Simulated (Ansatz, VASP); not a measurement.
# Li2O in VASP and in Ansatz

INCAR

```
SYSTEM = Li2O
PREC = Accurate
ENCUT = 750
EDIFF = 1E-6
ISMEAR = -4
SIGMA = 0.05
LREAL = .FALSE.
LASPH = .TRUE.
NELM = 120
ALGO = Normal
ISIF = 2
LWAVE = .FALSE.
LCHARG = .FALSE.
GGA = PE
NBANDS = 13
GGA_COMPAT = .FALSE.
```

File KPOINTS:

```
regular mesh
0
G
  8 8 8
  0 0 0
```

File POSCAR:

```
Li2O
1.0
    0.0000000000      2.3095000000      2.3095000000
    2.3095000000      0.0000000000      2.3095000000
    2.3095000000      2.3095000000      0.0000000000
Li O
2 1
Direct
    0.2500000000      0.2500000000      0.2500000000
    0.7500000000      0.7500000000      0.7500000000
    0.0000000000      0.0000000000      0.0000000000
```

Input for Ansatz:

```yaml
crystal:
  lattice:
    - [0.0, 2.3095, 2.3095]
    - [2.3095, 0.0, 2.3095]
    - [2.3095, 2.3095, 0.0]
  atoms:
    - { symbol: Li, position: [0.25, 0.25, 0.25] }
    - { symbol: Li, position: [0.75, 0.75, 0.75] }
    - { symbol: O, position: [0.0, 0.0, 0.0] }
kpoints:
  mp_grid: { grid: [8, 8, 8] }
hamiltonian:
  xc: pbe
scf:
  occupations: { method: tetrahedron_uncorrected }
  initial_density: { chi_scale: 0.1 }
output:
  forces: true
  eigenvalues: true
  stress: true
```

Alike in both runs: task single point; functional PBE; k mesh 8 × 8 × 8; no spin polarisation.

|  | VASP | Ansatz |
| --- | --- | --- |
| version | VASP 6.6.1 | Ansatz 0.2.0 |
| potentials or method | VASP PAW PBE potentials, release 64 (Li_sv, O) | scalar-relativistic, plane waves, PAW |
| plane-wave cutoff (eV) | 750 | 420 |
| occupations | tetrahedron | tetrahedron-uncorrected |
| valence electrons in the cell | 12 | 12 |

Ansatz gave:

| Item | Value |
| --- | --- |
| gap on the k mesh at the Fermi level (eV) | 4.99 |
| pressure (GPa) | 0.4 |

Question: Estimate VASP's values.

Answer: gap on the k mesh at the Fermi level (eV): 4.98; pressure (GPa): 0.0.

Ansatz's warnings: band table not solved further.
